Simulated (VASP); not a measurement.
# CsH (F-43m) in VASP: notebook

Runs on CsH. Level: r2SCAN. Tasks: single point, relaxation of cell and atoms.

Everything below comes from runs of VASP 6.6.1. Logs are shortened: lines on timing, memory, paths and dates and some standing lists are left out, and cuts for length are marked.

## (1) The cell of the first run

It takes space group F-43m (No. 216, cubic). The conventional cell has a = 4.802 Å, b = 4.802 Å, c = 4.802 Å, α = 90.00°, β = 90.00°, γ = 90.00°. Within 2.8 Å of Cs (site symmetry -43m) lie 4 H at 2.08 Å. Within 2.8 Å of H (site symmetry -43m) lie 4 Cs at 2.08 Å.

## (2) Single point, r2SCAN

Contents of POSCAR:

```
CsH
1.0
    0.0000000000      2.4007547050      2.4007547050
    2.4007547050      0.0000000000      2.4007547050
    2.4007547050      2.4007547050      0.0000000000
Cs H
1 1
Direct
    0.0000000000      0.0000000000      0.0000000000
    0.2500000000      0.2500000000      0.2500000000
```

Contents of INCAR.step1:

```
PREC = Accurate
ENCUT = 1350
ISMEAR = -1
SIGMA = 0.01
LREAL = F
LASPH = T
NELM = 120
NBANDS = 12
GGA = PE
ALGO = Normal
EDIFF = 1E-5
LWAVE = T
LCHARG = F
GGA_COMPAT = F
```

Contents of INCAR.step2:

```
PREC = Accurate
ENCUT = 1350
EDIFF = 1E-6
ISMEAR = -1
SIGMA = 0.01
LREAL = F
LASPH = T
NELM = 120
ALGO = Normal
ISIF = 2
LWAVE = F
LCHARG = F
METAGGA = R2SCAN
LMIXTAU = T
NBANDS = 12
ISTART = 1
GGA_COMPAT = F
```

Contents of KPOINTS:

```
Automatic mesh
0
Gamma
  4 4 4
```

Potentials or basis: VASP PAW PBE potentials, release 64 (Cs_sv, H_h).

Run with:

```console
$ cat potpaw_PBE.64/Cs_sv/POTCAR potpaw_PBE.64/H_h/POTCAR > POTCAR
$ cp INCAR.step1 INCAR
$ mpirun -np 1 vasp_std > vasp.out
$ cp INCAR.step2 INCAR
$ mpirun -np 1 vasp_std > vasp.out
```

OUTCAR:

```text
PREC = Accurate
   ENCUT = 1350
   EDIFF = 1E-6
   ISMEAR = -1
   LREAL = F
   LASPH = T
   NELM = 120
   ISIF = 2
   METAGGA = R2SCAN
   ISTART = 1

 ion  position               nearest neighbor table
   1  0.000  0.000  0.000-
   2  0.250  0.250  0.250-

  LATTYP: Found a face centered cubic cell.
 ALAT       =     4.8015094100

  Lattice vectors:

 A1 = (   0.0000000000,   2.4007547050,   2.4007547050)
 A2 = (   2.4007547050,   0.0000000000,   2.4007547050)
 A3 = (   2.4007547050,   2.4007547050,   0.0000000000)

Analysis of symmetry for initial positions (statically):
=====================================================================
 Subroutine PRICEL returns:
 Original cell was already a primitive cell.

 Routine SETGRP: Setting up the symmetry group for a
 face centered cubic supercell.

 Subroutine GETGRP returns: Found 24 space group operations
 (whereof 24 operations were pure point group operations)
 out of a pool of 48 trial point group operations.

The static configuration has the point symmetry T_d .

Analysis of symmetry for dynamics (positions and initial velocities):
=====================================================================
 Subroutine PRICEL returns:
 Original cell was already a primitive cell.

 Routine SETGRP: Setting up the symmetry group for a
 face centered cubic supercell.

 Subroutine GETGRP returns: Found 24 space group operations
 (whereof 24 operations were pure point group operations)
 out of a pool of 48 trial point group operations.

The dynamic configuration has the point symmetry T_d .

 Subroutine INISYM returns: Found 24 space group operations
 (whereof 24 operations are pure point group operations),
 and found     1 'primitive' translations

----------------------------------------------------------------------------------------

                                     Primitive cell

  volume of cell :      27.6741

  direct lattice vectors                    reciprocal lattice vectors
     0.000000000  2.400754705  2.400754705    -0.208267841  0.208267841  0.208267841
     2.400754705  0.000000000  2.400754705     0.208267841 -0.208267841  0.208267841
     2.400754705  2.400754705  0.000000000     0.208267841  0.208267841 -0.208267841

  length of vectors
     3.395179864  3.395179864  3.395179864     0.360730483  0.360730483  0.360730483

  position of ions in fractional coordinates (direct lattice)
     0.000000000  0.000000000  0.000000000
     0.250000000  0.250000000  0.250000000

  ion indices of the primitive-cell ions
   primitive index   ion index
                 1           1
                 2           2

----------------------------------------------------------------------------------------

 KPOINTS: Automatic mesh

Automatic generation of k-mesh.
 Grid dimensions read from file:
 generate k-points for:    4    4    4

 Generating k-lattice:

  Cartesian coordinates                     Fractional coordinates (reciprocal lattice)
    -0.052066960  0.052066960  0.052066960     0.250000000  0.000000000  0.000000000
     0.052066960 -0.052066960  0.052066960     0.000000000  0.250000000  0.000000000
     0.052066960  0.052066960 -0.052066960     0.000000000  0.000000000  0.250000000

  Length of vectors
     0.090182621  0.090182621  0.090182621

  Shift w.r.t. Gamma in fractional coordinates (k-lattice)
     0.000000000  0.000000000  0.000000000

 Subroutine IBZKPT returns following result:
 ===========================================

 Found      8 irreducible k-points:

 Following reciprocal coordinates:
            Coordinates               Weight
  0.000000  0.000000  0.000000      1.000000
  0.250000  0.000000  0.000000      8.000000
  0.500000  0.000000  0.000000      4.000000
  0.250000  0.250000  0.000000      6.000000
  0.500000  0.250000  0.000000     24.000000
 -0.250000  0.250000  0.000000     12.000000
  0.500000  0.500000  0.000000      3.000000
 -0.250000  0.500000  0.250000      6.000000
   k-points           NKPTS =      8   k-points in BZ     NKDIM =      8   number of bands    NBANDS=     12
   number of dos      NEDOS =    301   number of ions     NIONS =      2
   total plane-waves  NPLWV =  74088
   dimension x,y,z NGX =    42 NGY =   42 NGZ =   42
   dimension x,y,z NGXF=    84 NGYF=   84 NGZF=   84
   ions per type =               1   1
   NGX,Y,Z   is equivalent  to a cutoff of  20.57, 20.57, 20.57 a.u.
   NGXF,Y,Z  is equivalent  to a cutoff of  41.13, 41.13, 41.13 a.u.
 SYSTEM =  unknown system
   PREC   = accura    normal or accurate (medium, high low for compatibility)
   ISTART =      1    job   : 0-new  1-cont  2-samecut
   ICHARG =      0    charge: 1-file 2-atom 10-const
   ISPIN  =      1    spin polarized calculation?
   LNONCOLLINEAR =      F non collinear calculations
   LSORBIT =      F    spin-orbit coupling
   LASPH  =      T    aspherical Exc in radial PAW
   ENCUT  = 1350.0 eV  99.22 Ry    9.96 a.u.  10.17 10.17 10.17*2*pi/ulx,y,z
   NELM   =    120;   NELMIN=  2; NELMDL=  0     # of ELM steps
   EDIFF  = 0.1E-05   stopping-criterion for ELM
   LREAL  =      F    real-space projection
[... 7 lines left out ...]
   TEBEG  =    0.0;   TEEND  =   0.0 temperature during run
   PSTRESS=    0.0 pullay stress
   NELECT =      10.0000    total number of electrons
   NUPDOWN=      -1.0000    fix difference up-down
   EMIN   =  10.00;   EMAX   =-10.00  energy-range for DOS
   EFERMI =   0.00;   METHOD = LEGACY
   ISMEAR =    -1;   SIGMA  =   0.01  broadening in eV -4-tet -1-fermi 0-gaus
   EFERMI_NEDOS =   21; number of points for ismear=-14 and -15
   IALGO  =     38    algorithm
   IMIX   =      4    mixing-type and parameters
     AMIX     =   0.40;   BMIX     =  1.00
     AMIX_MAG =   1.60;   BMIX_MAG =  1.00
  volume/ion in A,a.u.               =      13.84        93.38
  Fermi-wavevector in a.u.,A,eV,Ry     =   1.166050  2.203514 18.499458  1.359672
  Thomas-Fermi vector in A             =   2.302568
   LORBIT       =      0    0 simple, 1 ext, 2 COOP (PROOUT), +10 PAW based schemes
   METAGGA = R2SCAN    functional components
   LHFCALC =     F    Hartree Fock is set to
   AEXX    =    0.0000 exact exchange contribution
   IVDW    =     0    specifies the selected vdW correction
   LEPSILON=     F    determine dielectric tensor
   LRPA    =     F    only Hartree local field effects (RPA)
 non-spin polarized calculation
  energy-cutoff  :     1350.00
  volume of cell :       27.67
 maximum number of plane-waves:      3142
 NGX is ok and might be reduce to    42
   NGX = 21   NGY = 21   NGZ = 21

 number of electron      10.0000000 magnetization

 Free energy of the ion-electron system (eV)
  ---------------------------------------------------
  ext. energy  EPLUGINS =         0.00000000
  ---------------------------------------------------
  free energy    TOTEN  =       -25.04547326 eV

  energy without entropy =      -25.04417361  energy(sigma->0) =      -25.04482343

 E-fermi :   6.1146     XC(G=0): -11.6059

 val. band max:        6.1145999785   @ k =  -0.2500   0.5000   0.2500
 cond. band min:       8.4895140639   @ k =   0.2500   0.2500   0.0000
 fundamental gap:      2.3749140854
 Fermi energy:         6.1145999785

 k-point     1 :       0.0000    0.0000    0.0000
  band No.  band energies     occupation
      1     -18.6160      2.00000
      2      -1.1392      2.00000
      3      -1.1392      2.00000
      4      -1.1392      2.00000
      5       4.2023      2.00000
      6      10.7515      0.00000
      7      10.7515      0.00000
      8      10.7515      0.00000
      9      11.1378      0.00000
     10      15.4761      0.00000
     11      15.4761      0.00000
     12      19.7372      0.00000

 k-point     2 :       0.2500    0.0000    0.0000
  band No.  band energies     occupation
      1     -17.9270      2.00000
      2      -4.7905      2.00000
      3      -1.5494      2.00000
      4      -1.5494      2.00000
      5       4.2987      2.00000
      6      11.2577      0.00000
      7      11.2577      0.00000
      8      11.4426      0.00000
      9      14.4707      0.00000
     10      14.6851      0.00000
     11      14.6851      0.00000
     12      19.8391      0.00000

 k-point     3 :       0.5000    0.0000    0.0000
  band No.  band energies     occupation
      1     -17.0303      2.00000
      2      -7.4865      2.00000
      3      -1.9010      2.00000
      4      -1.9010      2.00000
      5       3.6182      2.00000
      6      10.3876      0.00000
      7      10.3876      0.00000
      8      13.1002      0.00000
      9      15.6085      0.00000
     10      18.9403      0.00000
     11      18.9403      0.00000
     12      22.3671      0.00000

 k-point     4 :       0.2500    0.2500    0.0000
  band No.  band energies     occupation
      1     -17.6894      2.00000
      2      -4.6606      2.00000
      3      -2.3786      2.00000
      4      -2.3786      2.00000
      5       4.0815      2.00000
      6       8.4895      0.00000
      7      12.1805      0.00000
      8      13.9266      0.00000
      9      13.9266      0.00000
     10      16.8580      0.00000
     11      18.2213      0.00000
     12      22.0808      0.00000

 k-point     5 :       0.5000    0.2500    0.0000
  band No.  band energies     occupation
      1     -16.7647      2.00000
      2      -6.7625      2.00000
      3      -4.1096      2.00000
      4      -2.6894      2.00000
      5       4.6479      2.00000
      6       8.5125      0.00000
      7      12.0339      0.00000
      8      13.4263      0.00000
      9      18.8037      0.00000
     10      19.1942      0.00000
     11      19.4397      0.00000
     12      23.1219      0.00000

 k-point     6 :      -0.2500    0.2500    0.0000
  band No.  band energies     occupation
      1     -17.0847      2.00000
      2      -6.0938      2.00000
      3      -4.3355      2.00000
      4      -1.9439      2.00000
      5       5.3402      2.00000
      6       9.5539      0.00000
      7      11.9955      0.00000
      8      12.4526      0.00000
      9      13.8556      0.00000
     10      18.5789      0.00000
     11      20.4321      0.00000
     12      22.0662      0.00000

 k-point     7 :       0.5000    0.5000    0.0000
  band No.  band energies     occupation
      1     -16.4418      2.00000
      2      -7.3545      2.00000
      3      -3.3273      2.00000
      4      -3.3273      2.00000
      5       2.9711      2.00000
      6       5.6732      2.00000
      7      15.5657      0.00000
      8      19.2939      0.00000
      9      19.9515      0.00000
     10      19.9515      0.00000
     11      21.0812      0.00000
     12      21.0812      0.00000

 k-point     8 :      -0.2500    0.5000    0.2500
  band No.  band energies     occupation
      1     -16.4207      2.00000
      2      -6.5679      2.00000
      3      -5.0854      2.00000
      4      -3.7684      2.00000
      5       6.1146      1.00000
      6       8.4920      0.00000
      7      11.1265      0.00000
      8      12.9236      0.00000
      9      20.1425      0.00000
     10      20.9666      0.00000
     11      21.7299      0.00000
     12      23.7046      0.00000

------------------------ aborting loop because EDIFF is reached ----------------------------------------

  FORCE on cell =-STRESS in cart. coord.  units (eV):
  Direction    XX          YY          ZZ          XY          YZ          ZX
  --------------------------------------------------------------------------------------
  -------------------------------------------------------------------------------------
  Total        8.3470837      8.3470837      8.3470837      0.0000000      0.0000000      0.0000000
  in kB      483.2501405    483.2501405    483.2501405      0.0000000      0.0000000      0.0000000
  external PRESSURE =     483.2501405 kB  Pullay stress =       0.0000000 kB

 VOLUME and BASIS-vectors are now :
 -----------------------------------------------------------------------------
  energy-cutoff  :     1350.00
  volume of cell :       27.67
      direct lattice vectors                 reciprocal lattice vectors
     0.000000000  2.400754705  2.400754705    -0.208267841  0.208267841  0.208267841
     2.400754705  0.000000000  2.400754705     0.208267841 -0.208267841  0.208267841
     2.400754705  2.400754705  0.000000000     0.208267841  0.208267841 -0.208267841

 POSITION                                       TOTAL-FORCE (eV/Angst)
 -----------------------------------------------------------------------------------
      0.00000      0.00000      0.00000        -0.000000     -0.000000     -0.000000
      1.20038      1.20038      1.20038         0.000000      0.000000      0.000000
 -----------------------------------------------------------------------------------
    total drift:                                0.000000      0.000000     -0.000000

  FREE ENERGIE OF THE ION-ELECTRON SYSTEM (eV)
  ---------------------------------------------------
  free  energy   TOTEN  =       -25.0454732565 eV

  energy  without entropy=      -25.0441736055  energy(sigma->0) =      -25.04482343
```

It took 68 s on 1 thread of Intel Xeon Platinum 8488C (Sapphire Rapids), shared host; peak memory 0.29 GiB.

Results:

```yaml
Free_energy: -25.0455 eV
Pressure: 48.3 GPa
Band_gap_on_the_k_mesh: zero (bands 5 and 6 overlap by 0.44 eV)
```

Levels at points of the mesh, in eV from the Fermi level:
| k point | band 3 | band 4 | band 5 | band 6 | band 7 | band 8 |
| --- | --- | --- | --- | --- | --- | --- |
| (0.00, 0.00, 0.00) | -7.25 | -7.25 | -1.91 | 4.64 | 4.64 | 4.64 |
| (0.50, 0.00, 0.00) | -8.02 | -8.02 | -2.50 | 4.27 | 4.27 | 6.99 |
| (0.50, 0.50, 0.00) | -9.44 | -9.44 | -3.14 | -0.44 | 9.45 | 13.18 |

Caveat: the k points lie up to 0.57 Å⁻¹ apart; the PAW data sets were made with another functional, which shifts forces and pressure a little; spin-orbit coupling is left out, which moves the levels of the heavy elements.

(Part 1 of 2 ends here.)

The gap in the log of VASP goes by the Fermi energy; the results here count the filled bands.